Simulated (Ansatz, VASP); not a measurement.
## TiPd3 in VASP and in Ansatz

Contents of INCAR:

```
SYSTEM = TiPd3
PREC     = Accurate       ! precision mode
ENCUT    = 520            ! plane-wave cutoff, eV
EDIFF    = 1E-8           ! SCF threshold, eV
ISMEAR   = -1             ! smearing method
SIGMA    = 0.05           ! smearing width, eV
LREAL    = .FALSE.        ! projectors in reciprocal space
LASPH    = .TRUE.         ! aspherical terms in the spheres
NELM     = 60             ! most SCF steps
ALGO     = Normal         ! electronic algorithm
ISIF     = 2              ! what is computed and relaxed
LWAVE    = .FALSE.        ! write WAVECAR
LCHARG   = .FALSE.        ! write CHGCAR
LEFG     = .TRUE.       
NBANDS   = 29             ! bands
```

KPOINTS

```
Automatic mesh
0
G
  11 11 11
  0 0 0
```

POSCAR

```
TiPd3
1.0
    3.8200000000      0.0000000000      0.0000000000
    0.0000000000      3.8200000000      0.0000000000
    0.0000000000      0.0000000000      3.8200000000
Ti Pd
1 3
Direct
    0.0000000000      0.0000000000      0.0000000000
    0.0000000000      0.5000000000      0.5000000000
    0.5000000000      0.0000000000      0.5000000000
    0.5000000000      0.5000000000      0.0000000000
```

Input for Ansatz:

```yaml
crystal:
  lattice:
    - [3.82, 0.0, 0.0]
    - [0.0, 3.82, 0.0]
    - [0.0, 0.0, 3.82]
  atoms:
    - { symbol: Ti, position: [0.0, 0.0, 0.0] }
    - { symbol: Pd, position: [0.0, 0.5, 0.5] }
    - { symbol: Pd, position: [0.5, 0.0, 0.5] }
    - { symbol: Pd, position: [0.5, 0.5, 0.0] }
kpoints:
  mp_grid: { grid: [11, 11, 11] }
  band_path:
    path:
      - [0.0, 0.0, 0.0]
      - [0.0, 0.5, 0.0]
      - [0.5, 0.5, 0.0]
      - [0.0, 0.0, 0.0]
      - [0.5, 0.5, 0.5]
      - [0.0, 0.5, 0.0]
      - [0.5, 0.5, 0.5]
      - [0.5, 0.5, 0.0]
    npoints: 14
scf:
  occupations: { method: fermi_dirac, width: 0.05 }
hamiltonian:
  xc: lda
  pseudopotentials: { kind: paw }
output:
  forces: true
  stress: true
  eigenvalues: true
  efg: { contact_densities: true }
  populations: true
  bader: true
  dos: { projected: true, de: 0.2, e_range: [-14, 8] }
  write_density: true
  write_potential: true
  elf: true
  volumetric_format: npy
```

Alike in both runs: task electric field gradients; functional LDA; k mesh 11 × 11 × 11; occupations fermi-dirac, width 0.05 eV; no spin polarisation.

```csv
,VASP,Ansatz
version,VASP 6.6.1,Ansatz 0.2.0
potentials or method,"VASP PAW LDA potentials, release 64 (Ti_sv, Pd)","PAW with Ansatz's default frozen-core files, scalar-relativistic"
plane-wave cutoff (eV),520,420
valence electrons in the cell,42,66
```

Ansatz gave:

```
pressure (GPa)                                       : 2.3
size of Vzz on the site where it differs most (V/Å²) : 81.7
```

**Question.** What did VASP give for the same quantities?

**Answer.** Pressure (GPa): 2.7; size of Vzz on the site where it differs most (V/Å²): 62.7.

LDA's correlation is that of Perdew and Zunger in VASP and of Perdew and Wang (1992) in Ansatz. VASP's potentials hold 42 valence electrons a cell and Ansatz's 66, so a difference there can come from the potentials and not from the codes.
